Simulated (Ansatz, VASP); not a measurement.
## Pt: VASP beside Ansatz

The input INCAR:

```
PREC = Accurate
ENCUT = 520
EDIFF = 1E-7
ISMEAR = -1
SIGMA = 0.05
LREAL = False
LASPH = True
NELM = 80
ALGO = Normal
ISIF = 2
LWAVE = False
LCHARG = False
GGA = PS
NBANDS = 17
```

File KPOINTS:

```
regular mesh
0
Gamma
  17 17 10
```

Contents of POSCAR:

```
Pt
1.0
    2.6622136589      0.0000000000      0.0000000000
   -1.3311068295      2.3055446589      0.0000000000
    0.0000000000      0.0000000000      4.5375143729
Pt
2
Direct
    0.3333333333      0.6666666667      0.2500000000
    0.6666666667      0.3333333333      0.7500000000
```

Input for Ansatz:

```yaml
crystal:
  lattice:
    - [2.6622136589, 0.0, 0.0]
    - [-1.3311068295, 2.3055446589, 0.0]
    - [0.0, 0.0, 4.5375143729]
  atoms:
    - { symbol: Pt, position: [0.3333333333, 0.6666666667, 0.25] }
    - { symbol: Pt, position: [0.6666666667, 0.3333333333, 0.75] }
kpoints:
  mp_grid: { grid: [17, 17, 10] }
  band_path:
    path:
      - [0.0, 0.0, 0.0]
      - [0.5, 0.0, 0.0]
      - [0.3333333333, 0.3333333333, 0.0]
      - [0.0, 0.0, 0.0]
      - [0.0, 0.0, 0.5]
      - [0.5, 0.0, 0.5]
      - [0.3333333333, 0.3333333333, 0.5]
      - [0.0, 0.0, 0.5]
      - [0.5, 0.0, 0.5]
    npoints: 8
scf:
  occupations: { method: fermi_dirac, width: 0.05 }
hamiltonian:
  xc: pbesol
  pseudopotentials: { kind: all_electron, lapw: { basis_error: 0.001 } }
output:
  forces: true
  stress: true
  eigenvalues: true
  populations: true
  dos: { projected: true, de: 0.2, e_range: [-14, 8] }
```

Change from the starting cell: volume scaled by 0.92, LAPW.

Alike in both runs: task single point; functional PBEsol; k mesh 17 × 17 × 10; occupations fermi-dirac, width 0.05 eV; no spin polarisation.

|  | VASP | Ansatz |
| --- | --- | --- |
| version | VASP 6.6.1 | Ansatz 0.2.0 |
| potentials or method | VASP PAW PBE potentials, release 64 (Pt), cutoff 520 eV | all-electron LAPW, scalar-relativistic |

|  | VASP | Ansatz | Ansatz less VASP |
| --- | --- | --- | --- |
| pressure (GPa) | 28.9 | 29.2 | +0.29 |
| traceless stress, the component that is largest in VASP (GPa) | -0.08 | 0.08 | +0.164 |

VASP's potentials were made for PBE, not for PBEsol. Both programs put the cell under a high pressure, so it lies far from rest at this level. Ansatz ran all-electron here, and VASP with PAW potentials.

Neither program's run includes spin-orbit coupling.
